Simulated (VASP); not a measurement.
Runs of VASP 6.6.1 on Pt. The structure is that of space group Im-3m (No. 229), or close to it. The cells are those of the table. 

```csv
task,cell,cutoff (eV),gap on the mesh (eV),pressure (GPa)
single point,"a = 2.686 Å, angles 109.5°, 1 atom",520,none,(b)
relaxation of cell and atoms,"relaxed to 30 GPa from a = 2.744 Å, angles 109.5°, 1 atom",600,none,30.0
single point,"a = 2.595 Å, angles 109.5°, 1 atom",520,none,41.3
single point,"a = 2.614 Å, angles 109.5°, 1 atom",520,none,(a)
relaxation of cell and atoms,"relaxed to 40 GPa from a = 2.744 Å, angles 109.5°, 1 atom",600,none,39.9
single point,"a = 2.658 Å, angles 109.5°, 1 atom",520,none,10.9
relaxation of cell and atoms,"relaxed to 20 GPa from a = 2.744 Å, angles 109.5°, 1 atom",600,none,20.1
relaxation of cell and atoms,"relaxed to 10 GPa from a = 2.744 Å, angles 109.5°, 1 atom",600,none,10.0
relaxation of cell and atoms,"relaxed from a = 2.744 Å, angles 109.5°, 1 atom",600,none,0.0
single point,"a = 2.635 Å, angles 109.5°, 1 atom",520,none,21.0
```

Alike in all rows: level LDA; potentials or basis VASP PAW LDA potentials, release 64 (Pt); no spin polarisation; k mesh 13 × 13 × 13; smearing gaussian 0.05 eV.

**Question.** Estimate the missing entries.

**Answer.** (a) 31.1; (b) 0.7.

Caveats: spin-orbit coupling is left out, which moves the levels of the heavy elements; the cell is relaxed towards a set pressure, so the enthalpy falls and the energy may rise (some runs).

A k mesh can miss the band edges, and the runs leave out spin-orbit coupling on Pt.

A gap of «none» marks levels without a gap at the run's occupations.
